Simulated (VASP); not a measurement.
Runs of VASP 6.6.1 on SrPb2. The structure is that of space group Fd-3m (No. 227), or close to it. The cells are those of the table. 

```csv
task,cell,k mesh,cutoff (eV),gap on the mesh (eV),pressure (GPa)
single point,"a = 6.678 Å, angles 60.0°, 6 atoms",8 × 8 × 8,520,none,0.0
single point,"a = 6.455 Å, angles 60.0°, 6 atoms",4 × 4 × 4,520,none,(a)
relaxation of cell and atoms,"relaxed from a = 6.455 Å, angles 60.0°, 6 atoms",4 × 4 × 4,600,none,0.0
single point,"a = 6.726 Å, angles 60.0°, 6 atoms",4 × 4 × 4,520,none,0.1
```

Alike in all rows: level PBE; potentials or basis VASP PAW PBE potentials, release 64 (Sr_sv, Pb_d); no spin polarisation; smearing gaussian 0.1 eV.

Fill in the values left out.

(a) 4.7.

Caveats: spin-orbit coupling is left out, which moves the levels of the heavy elements; the cell stands under pressure (at least some runs).

A k mesh can miss the band edges, and the runs leave out spin-orbit coupling on Pb, Sr.

A gap of «none» marks levels without a gap at the run's occupations.
